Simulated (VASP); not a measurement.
Input of a VASP 6.6.1 run:

INCAR

```
SYSTEM = W3O
  PREC = Accurate
  ENCUT = 520
  EDIFF = 1E-7
  ISMEAR = 0
  SIGMA = 0.15
  LREAL = .False.
  LASPH = .True.
  NELM = 60
  ALGO = Normal
  ISIF = 2
  LWAVE = .False.
  LCHARG = .False.
  GGA = PS
  NBANDS = 58
```

The input KPOINTS:

```
Automatic mesh
0
Gamma
  8 8 8
  0 0 0
```

POSCAR

```
W3O
1.0
    4.8313496660      0.0000000000      0.0000000000
    0.0000000000      4.8313496660      0.0000000000
    0.0000000000      0.0000000000      4.8313496660
W O
6 2
Direct
    0.4993973592      0.7500000000      0.0000000000
    0.0006026408      0.4993973592      0.7500000000
    0.2500000000      0.0006026408      0.5000000000
    0.4993973592      0.2500000000      0.0000000000
    0.0006026408      0.4993973592      0.2500000000
    0.7500000000      0.0006026408      0.5000000000
    0.4762168214      0.4762168214      0.5000000000
    0.0237831786      0.0237831786      0.0000000000
```

Potentials or basis: VASP PAW PBE potentials, release 64 (W_sv, O).

Command:

```sh
$ cat potpaw_PBE.64/W_sv/POTCAR potpaw_PBE.64/O/POTCAR > POTCAR
$ mpirun -np 1 vasp_std > vasp.out
```

(1) Predict the largest force.

(2) What does it give for the band gap on the k mesh?

Results:

(1) 0.800 eV/Å.

(2) zero (bands 48 and 49 overlap by 0.83 eV).

Caveat: the cell differs from its parent crystal (atoms displaced along a vibrational mode); the PAW data sets were made with another functional, which shifts forces and pressure a little; spin-orbit coupling is left out, which moves the levels of the heavy elements.
